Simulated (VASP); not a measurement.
# ZnS (F-43m) in VASP: further runs

The runs below take ZnS through electric field gradients, with PBEsol.

All numbers are computed with VASP 6.6.1; they aren't measurements. Logs are shortened: lines on timing, memory, paths and dates and some standing lists are left out, and cuts for length are marked.

## Step 1: The cell of the first run

Symmetry: F-43m, No. 216, cubic system. Conventional cell: a = 5.299 Å, b = 5.299 Å, c = 5.299 Å, α = 90.00°, β = 90.00°, γ = 90.00°. Zn (site symmetry -43m) has 4 S at 2.29 Å within 3.0 Å. S (site symmetry -43m) has 4 Zn at 2.29 Å within 3.0 Å.

## Step 2: Electric field gradients, PBEsol (volume scaled by 0.94)

Contents of INCAR:

```
PREC = Accurate
ENCUT = 520
EDIFF = 1E-8
ISMEAR = -1
SIGMA = 0.01
LREAL = F
LASPH = T
NELM = 60
ALGO = Normal
ISIF = 2
LWAVE = F
LCHARG = F
GGA = PS
LEFG = T
NBANDS = 16
```

Contents of KPOINTS:

```
Automatic mesh
0
Gamma
  8 8 8
```

Contents of POSCAR:

```
ZnS
1.0
    0.0000000000      2.6494375689      2.6494375689
    2.6494375689      0.0000000000      2.6494375689
    2.6494375689      2.6494375689      0.0000000000
Zn S
1 1
Direct
    0.0000000000      0.0000000000      0.0000000000
    0.7500000000      0.7500000000      0.7500000000
```

Potentials or basis: VASP PAW PBE potentials, release 64 (Zn, S).

The run is started by

```
> cat potpaw_PBE.64/Zn/POTCAR potpaw_PBE.64/S/POTCAR > POTCAR
> mpirun -np 1 vasp_std > vasp.out
```

OUTCAR:

```text
PREC = Accurate
   ENCUT = 520
   EDIFF = 1E-8
   ISMEAR = -1
   LREAL = F
   LASPH = T
   NELM = 60
   ISIF = 2
   GGA = PS

 ion  position               nearest neighbor table
   1  0.000  0.000  0.000-   2 2.29   2 2.29   2 2.29   2 2.29
   2  0.750  0.750  0.750-   1 2.29   1 2.29   1 2.29   1 2.29

  LATTYP: Found a face centered cubic cell.
 ALAT       =     5.2988751378

  Lattice vectors:

 A1 = (   0.0000000000,   2.6494375689,   2.6494375689)
 A2 = (   2.6494375689,   0.0000000000,   2.6494375689)
 A3 = (   2.6494375689,   2.6494375689,   0.0000000000)

Analysis of symmetry for initial positions (statically):
=====================================================================
 Subroutine PRICEL returns:
 Original cell was already a primitive cell.

 Routine SETGRP: Setting up the symmetry group for a
 face centered cubic supercell.

 Subroutine GETGRP returns: Found 24 space group operations
 (whereof 24 operations were pure point group operations)
 out of a pool of 48 trial point group operations.

The static configuration has the point symmetry T_d .

Analysis of symmetry for dynamics (positions and initial velocities):
=====================================================================
 Subroutine PRICEL returns:
 Original cell was already a primitive cell.

 Routine SETGRP: Setting up the symmetry group for a
 face centered cubic supercell.

 Subroutine GETGRP returns: Found 24 space group operations
 (whereof 24 operations were pure point group operations)
 out of a pool of 48 trial point group operations.

The dynamic configuration has the point symmetry T_d .

 Subroutine INISYM returns: Found 24 space group operations
 (whereof 24 operations are pure point group operations),
 and found     1 'primitive' translations

----------------------------------------------------------------------------------------

                                     Primitive cell

  volume of cell :      37.1956

  direct lattice vectors                    reciprocal lattice vectors
     0.000000000  2.649437569  2.649437569    -0.188719299  0.188719299  0.188719299
     2.649437569  0.000000000  2.649437569     0.188719299 -0.188719299  0.188719299
     2.649437569  2.649437569  0.000000000     0.188719299  0.188719299 -0.188719299

  length of vectors
     3.746870543  3.746870543  3.746870543     0.326871414  0.326871414  0.326871414

  position of ions in fractional coordinates (direct lattice)
     0.000000000  0.000000000  0.000000000
     0.750000000  0.750000000  0.750000000

  ion indices of the primitive-cell ions
   primitive index   ion index
                 1           1
                 2           2

----------------------------------------------------------------------------------------

 KPOINTS: Automatic mesh

Automatic generation of k-mesh.
 Grid dimensions read from file:
 generate k-points for:    8    8    8

 Generating k-lattice:

  Cartesian coordinates                     Fractional coordinates (reciprocal lattice)
    -0.023589912  0.023589912  0.023589912     0.125000000  0.000000000  0.000000000
     0.023589912 -0.023589912  0.023589912     0.000000000  0.125000000  0.000000000
     0.023589912  0.023589912 -0.023589912     0.000000000  0.000000000  0.125000000

  Length of vectors
     0.040858927  0.040858927  0.040858927

  Shift w.r.t. Gamma in fractional coordinates (k-lattice)
     0.000000000  0.000000000  0.000000000

 Subroutine IBZKPT returns following result:
 ===========================================

 Found     29 irreducible k-points:

 Following reciprocal coordinates:
            Coordinates               Weight
  0.000000  0.000000  0.000000      1.000000
  0.125000  0.000000  0.000000      8.000000
  0.250000  0.000000  0.000000      8.000000
  0.375000  0.000000  0.000000      8.000000
  0.500000  0.000000  0.000000      4.000000
  0.125000  0.125000  0.000000      6.000000
[... 16 lines left out ...]
  0.500000  0.250000  0.125000     48.000000
 -0.375000  0.250000  0.125000     24.000000
 [... further k-points ...]
   k-points           NKPTS =     29   k-points in BZ     NKDIM =     29   number of bands    NBANDS=     16
   number of dos      NEDOS =    301   number of ions     NIONS =      2
   total plane-waves  NPLWV =  21952
   dimension x,y,z NGX =    28 NGY =   28 NGZ =   28
   dimension x,y,z NGXF=    56 NGYF=   56 NGZF=   56
   ions per type =               1   1
   NGX,Y,Z   is equivalent  to a cutoff of  12.42, 12.42, 12.42 a.u.
   NGXF,Y,Z  is equivalent  to a cutoff of  24.85, 24.85, 24.85 a.u.
 SYSTEM =  unknown system
   PREC   = accura    normal or accurate (medium, high low for compatibility)
   ISTART =      0    job   : 0-new  1-cont  2-samecut
   ICHARG =      2    charge: 1-file 2-atom 10-const
   ISPIN  =      1    spin polarized calculation?
   LNONCOLLINEAR =      F non collinear calculations
   LSORBIT =      F    spin-orbit coupling
   LASPH  =      T    aspherical Exc in radial PAW
   ENCUT  =  520.0 eV  38.22 Ry    6.18 a.u.   6.97  6.97  6.97*2*pi/ulx,y,z
   NELM   =     60;   NELMIN=  2; NELMDL= -5     # of ELM steps
   EDIFF  = 0.1E-07   stopping-criterion for ELM
   LREAL  =      F    real-space projection
   EDIFFG = 0.1E-06   stopping-criterion for IOM
   NSW    =      0    number of steps for IOM
   IBRION =     -1    ionic relax: 0-MD 1-quasi-New 2-CG
   NFREE  =      0    steps in history (QN), initial steepest desc. (CG)
   ISIF   =      2    stress and relaxation
   ISYM   =      2    0-nonsym 1-usesym 2-fastsym
   POTIM  = 0.5000    time-step for ionic-motion
   TEBEG  =    0.0;   TEEND  =   0.0 temperature during run
   PSTRESS=    0.0 pullay stress
   NELECT =      18.0000    total number of electrons
   NUPDOWN=      -1.0000    fix difference up-down
   EMIN   =  10.00;   EMAX   =-10.00  energy-range for DOS
   EFERMI =   0.00;   METHOD = LEGACY
   ISMEAR =    -1;   SIGMA  =   0.01  broadening in eV -4-tet -1-fermi 0-gaus
   EFERMI_NEDOS =   21; number of points for ismear=-14 and -15
   IALGO  =     38    algorithm
   IMIX   =      4    mixing-type and parameters
     AMIX     =   0.40;   BMIX     =  1.00
     AMIX_MAG =   1.60;   BMIX_MAG =  1.00
  volume/ion in A,a.u.               =      18.60       125.50
  Fermi-wavevector in a.u.,A,eV,Ry     =   1.285293  2.428851 22.476509  1.651977
  Thomas-Fermi vector in A             =   2.417435
   LORBIT       =      0    0 simple, 1 ext, 2 COOP (PROOUT), +10 PAW based schemes
   GGA     = PS    functional components
   LHFCALC =     F    Hartree Fock is set to
   AEXX    =    0.0000 exact exchange contribution
   IVDW    =     0    specifies the selected vdW correction
   LEPSILON=     F    determine dielectric tensor
   LRPA    =     F    only Hartree local field effects (RPA)
 non-spin polarized calculation
  energy-cutoff  :      520.00
  volume of cell :       37.20
 maximum number of plane-waves:      1018
   NGX = 13   NGY = 13   NGZ = 13

 number of electron      18.0000015 magnetization

 Free energy of the ion-electron system (eV)
  ---------------------------------------------------
  ext. energy  EPLUGINS =         0.00000000
  ---------------------------------------------------
  free energy    TOTEN  =        -7.57649145 eV

  energy without entropy =       -7.57649145  energy(sigma->0) =       -7.57649145

 E-fermi :   2.8012     XC(G=0): -10.1289

 val. band max:        2.5835486305   @ k =   0.0000   0.0000   0.0000
 cond. band min:       4.8195870536   @ k =   0.0000   0.0000   0.0000
 fundamental gap:      2.2360384231
 Fermi energy:         2.8011598362

 k-point     1 :       0.0000    0.0000    0.0000
  band No.  band energies     occupation
      1     -11.0039      2.00000
      2      -4.0470      2.00000
      3      -4.0470      2.00000
      4      -4.0470      2.00000
      5      -3.4756      2.00000
      6      -3.4756      2.00000
[... 8 lines left out ...]
     15      14.3871      0.00000
     16      14.5529      0.00000

 k-point     2 :       0.1250    0.0000    0.0000
  band No.  band energies     occupation
      1     -10.8728      2.00000
      2      -4.0530      2.00000
      3      -4.0231      2.00000
      4      -4.0231      2.00000
      5      -3.4778      2.00000
      6      -3.4778      2.00000
[... 8 lines left out ...]
     15      13.7327      0.00000
     16      15.3244      0.00000
[... 387 lines left out ...]
      5      -3.4587      2.00000
      6      -3.4007      2.00000
[... 8 lines left out ...]
     15      16.5526      0.00000
     16      17.0873      0.00000

 k-point    24 :      -0.3750    0.2500    0.1250
  band No.  band energies     occupation
      1      -9.7697      2.00000
      2      -3.9148      2.00000
      3      -3.8423      2.00000
      4      -3.5574      2.00000
      5      -3.4634      2.00000
      6      -3.1758      2.00000
[... 8 lines left out ...]
     15      16.1527      0.00000
     16      17.0730      0.00000

 [... further k-points ...]
[... 5 lines left out ...]
  --------------------------------------------------------------------------------------
  -------------------------------------------------------------------------------------
  Total        0.6903426      0.6903426      0.6903426      0.0000000     -0.0000000      0.0000000
  in kB       29.7361103     29.7361103     29.7361103      0.0000000     -0.0000000      0.0000000
  external PRESSURE =      29.7361103 kB  Pullay stress =       0.0000000 kB

 VOLUME and BASIS-vectors are now :
 -----------------------------------------------------------------------------
  energy-cutoff  :      520.00
  volume of cell :       37.20
      direct lattice vectors                 reciprocal lattice vectors
     0.000000000  2.649437569  2.649437569    -0.188719299  0.188719299  0.188719299
     2.649437569  0.000000000  2.649437569     0.188719299 -0.188719299  0.188719299
     2.649437569  2.649437569  0.000000000     0.188719299  0.188719299 -0.188719299

 POSITION                                       TOTAL-FORCE (eV/Angst)
 -----------------------------------------------------------------------------------
      0.00000      0.00000      0.00000        -0.000000      0.000000     -0.000000
      3.97416      3.97416      3.97416         0.000000      0.000000      0.000000
 -----------------------------------------------------------------------------------
    total drift:                               -0.000002     -0.000002     -0.000002

  FREE ENERGIE OF THE ION-ELECTRON SYSTEM (eV)
  ---------------------------------------------------
  free  energy   TOTEN  =        -7.5764914531 eV

  energy  without entropy=       -7.5764914531  energy(sigma->0) =       -7.57649145

 Electric field gradients (V/A^2)
---------------------------------------------------------------------
 ion       V_xx      V_yy      V_zz      V_xy      V_xz      V_yz
---------------------------------------------------------------------
   1       0.000    -0.000    -0.000     0.001     0.001     0.001
   2       0.000    -0.000     0.000    -0.000    -0.000    -0.000
---------------------------------------------------------------------

 Electric field gradients after diagonalization (V/A^2)
 (convention: |V_zz| > |V_xx| > |V_yy|)
----------------------------------------------------------------------
 ion       V_xx      V_yy      V_zz     asymmetry (V_yy - V_xx)/ V_zz
----------------------------------------------------------------------
   1      -0.001    -0.001     0.002       0.000
   2       0.000     0.000    -0.001       0.000
----------------------------------------------------------------------

           NMR quadrupolar parameters

 Cq : quadrupolar parameter    Cq=e*Q*V_zz/h
 eta: asymmetry parameters     (V_yy - V_xx)/ V_zz
 Q  : nuclear electric quadrupole moment in mb (millibarn)
----------------------------------------------------------------------
 ion       Cq(MHz)       eta       Q (mb)
----------------------------------------------------------------------
   1       0.000       0.000       1.000
   2      -0.000       0.000       1.000
----------------------------------------------------------------------
```

Run time: 34 s. Hardware: 1 thread of Intel Xeon 8259CL, shared host; peak memory 0.16 GiB.

What came out:

| Property | Result |
| --- | --- |
| Free energy | -7.5765 eV |
| Pressure | 3.0 GPa |
| Band gap on the k mesh | 2.24 eV, direct |

Caveat: without QUAD_EFG the Cq values of the log hold for a quadrupole moment of 1 mb, not for the nuclei; the PAW data sets were made with another functional, which shifts forces and pressure a little.

## Step 3: Electric field gradients, PBEsol (volume scaled by 0.98)

Contents of INCAR:

```
ALGO = Normal
EDIFF = 1E-8
ENCUT = 520
GGA = PS
ISIF = 2
ISMEAR = -1
LASPH = True
LCHARG = False
LEFG = True
LREAL = False
LWAVE = False
NBANDS = 16
NELM = 60
PREC = Accurate
SIGMA = 0.01
```

Contents of KPOINTS:

```
k-points
0
Gamma
  8 8 8
```

Contents of POSCAR:

```
ZnS
1.0
    0.0000000000      2.6864974396      2.6864974396
    2.6864974396      0.0000000000      2.6864974396
    2.6864974396      2.6864974396      0.0000000000
Zn S
1 1
Direct
    0.0000000000      0.0000000000      0.0000000000
    0.7500000000      0.7500000000      0.7500000000
```

Potentials or basis: VASP PAW PBE potentials, release 64 (Zn, S).

The run is started by

```
> cat potpaw_PBE.64/Zn/POTCAR potpaw_PBE.64/S/POTCAR > POTCAR
> mpirun -np 1 vasp_std > vasp.out
```

OUTCAR:

```text
EDIFF = 1E-8
   ENCUT = 520
   GGA = PS
   ISIF = 2
   ISMEAR = -1
   LASPH = True
   LREAL = False
   NELM = 60
   PREC = Accurate

 ion  position               nearest neighbor table
   1  0.000  0.000  0.000-   2 2.33   2 2.33   2 2.33   2 2.33
   2  0.750  0.750  0.750-   1 2.33   1 2.33   1 2.33   1 2.33

  LATTYP: Found a face centered cubic cell.
 ALAT       =     5.3729948792

  Lattice vectors:

 A1 = (   0.0000000000,   2.6864974396,   2.6864974396)
 A2 = (   2.6864974396,   0.0000000000,   2.6864974396)
 A3 = (   2.6864974396,   2.6864974396,   0.0000000000)

Analysis of symmetry for initial positions (statically):
=====================================================================
 Subroutine PRICEL returns:
 Original cell was already a primitive cell.

 Routine SETGRP: Setting up the symmetry group for a
 face centered cubic supercell.

 Subroutine GETGRP returns: Found 24 space group operations
[... 642 lines left out ...]
  volume of cell :       38.78
      direct lattice vectors                 reciprocal lattice vectors
     0.000000000  2.686497440  2.686497440    -0.186115941  0.186115941  0.186115941
     2.686497440  0.000000000  2.686497440     0.186115941 -0.186115941  0.186115941
     2.686497440  2.686497440  0.000000000     0.186115941  0.186115941 -0.186115941

 POSITION                                       TOTAL-FORCE (eV/Angst)
 -----------------------------------------------------------------------------------
      0.00000      0.00000      0.00000         0.000000      0.000000      0.000000
      4.02975      4.02975      4.02975        -0.000000     -0.000000     -0.000000
 -----------------------------------------------------------------------------------
    total drift:                               -0.000002     -0.000002     -0.000001

  FREE ENERGIE OF THE ION-ELECTRON SYSTEM (eV)
  ---------------------------------------------------
  free  energy   TOTEN  =        -7.5883253895 eV

  energy  without entropy=       -7.5883253895  energy(sigma->0) =       -7.58832539

 Electric field gradients (V/A^2)
---------------------------------------------------------------------
 ion       V_xx      V_yy      V_zz      V_xy      V_xz      V_yz
---------------------------------------------------------------------
   1      -0.000    -0.000    -0.000    -0.002    -0.002    -0.002
   2       0.000    -0.000     0.000    -0.000    -0.000    -0.000
---------------------------------------------------------------------

 Electric field gradients after diagonalization (V/A^2)
 (convention: |V_zz| > |V_xx| > |V_yy|)
----------------------------------------------------------------------
 ion       V_xx      V_yy      V_zz     asymmetry (V_yy - V_xx)/ V_zz
----------------------------------------------------------------------
   1       0.002     0.002    -0.004       0.000
   2       0.000     0.000    -0.001       0.000
----------------------------------------------------------------------

           NMR quadrupolar parameters

 Cq : quadrupolar parameter    Cq=e*Q*V_zz/h
 eta: asymmetry parameters     (V_yy - V_xx)/ V_zz
 Q  : nuclear electric quadrupole moment in mb (millibarn)
----------------------------------------------------------------------
 ion       Cq(MHz)       eta       Q (mb)
----------------------------------------------------------------------
   1      -0.000       0.000       1.000
   2      -0.000       0.000       1.000
----------------------------------------------------------------------
```

OSZICAR:

```text
N       E                     dE             d eps       ncg     rms          rms(c)
DAV:   1     0.870119635845E+02    0.87012E+02   -0.89765E+03   936   0.135E+03
DAV:   2    -0.247112124249E+01   -0.89483E+02   -0.83971E+02  1064   0.255E+02
DAV:   3    -0.793582554259E+01   -0.54647E+01   -0.54410E+01  1152   0.623E+01
DAV:   4    -0.799445820402E+01   -0.58633E-01   -0.58617E-01  1104   0.674E+00
DAV:   5    -0.799513206116E+01   -0.67386E-03   -0.67383E-03  1176   0.698E-01    0.689E+00
DAV:   6    -0.761170374039E+01    0.38343E+00   -0.78588E-01  1304   0.326E+01    0.540E+00
DAV:   7    -0.759180550078E+01    0.19898E-01   -0.24105E-01  1128   0.486E+00    0.260E+00
DAV:   8    -0.758844262138E+01    0.33629E-02   -0.51635E-03  1304   0.930E-01    0.614E-01
DAV:   9    -0.758824848402E+01    0.19414E-03   -0.94600E-04  1160   0.268E-01    0.935E-02
DAV:  10    -0.758833449816E+01   -0.86014E-04   -0.16029E-04  1112   0.919E-02    0.244E-02
DAV:  11    -0.758832510887E+01    0.93893E-05   -0.26831E-05  1136   0.409E-02    0.582E-03
DAV:  12    -0.758832541212E+01   -0.30325E-06   -0.30436E-06  1152   0.156E-02    0.401E-03
DAV:  13    -0.758832539252E+01    0.19599E-07   -0.18198E-07  1128   0.323E-03    0.914E-04
DAV:  14    -0.758832538950E+01    0.30213E-08   -0.14462E-08  1016   0.333E-03
   1 F= -.75883254E+01 E0= -.75883254E+01  d E =-.149732E-13
```

stdout:

```text
POSCAR found type information on POSCAR ZnS
 POSCAR found :  2 types and       2 ions
 scaLAPACK will be used
 -----------------------------------------------------------------------------
|                                                                             |
|                                                                             |
|     You enforced a specific xc type in the INCAR file but a different       |
|     I HOPE YOU KNOW WHAT YOU ARE DOING!                                     |
|                                                                             |
 -----------------------------------------------------------------------------

 LDA part: xc-table for (Slater+PW92), standard interpolation
 POSCAR, INCAR and KPOINTS ok, starting setup
 FFT: planning ... GRIDC
 FFT: planning ... GRID_SOFT
 FFT: planning ... GRID
 WAVECAR not read
 entering main loop
ion   1

ion   2
```

Wall time 33 s (1 thread of Intel Xeon 8259CL, shared host); peak memory 0.16 GiB.

Results:

```
Free energy            : -7.5883 eV
Pressure               : -0.5 GPa
Band gap on the k mesh : 2.05 eV, direct
```

Levels at points of the mesh, in eV from the valence-band top:
| k point | band 6 | band 7 | band 8 | band 9 | band 10 | band 11 | band 12 | band 13 |
| --- | --- | --- | --- | --- | --- | --- | --- | --- |
| (0.00, 0.00, 0.00) | -5.92 | 0.00 | 0.00 | 0.00 | 2.05 | 6.30 | 6.30 | 6.30 |
| (0.50, 0.00, 0.00) | -5.72 | -5.48 | -0.90 | -0.90 | 3.23 | 6.82 | 6.82 | 8.76 |
| (0.50, 0.50, 0.00) | -5.70 | -4.68 | -2.31 | -2.31 | 3.20 | 3.96 | 10.95 | 12.00 |

Caveat: without QUAD_EFG the Cq values of the log hold for a quadrupole moment of 1 mb, not for the nuclei; the PAW data sets were made with another functional, which shifts forces and pressure a little.

(Part 1 of 2 ends here.)
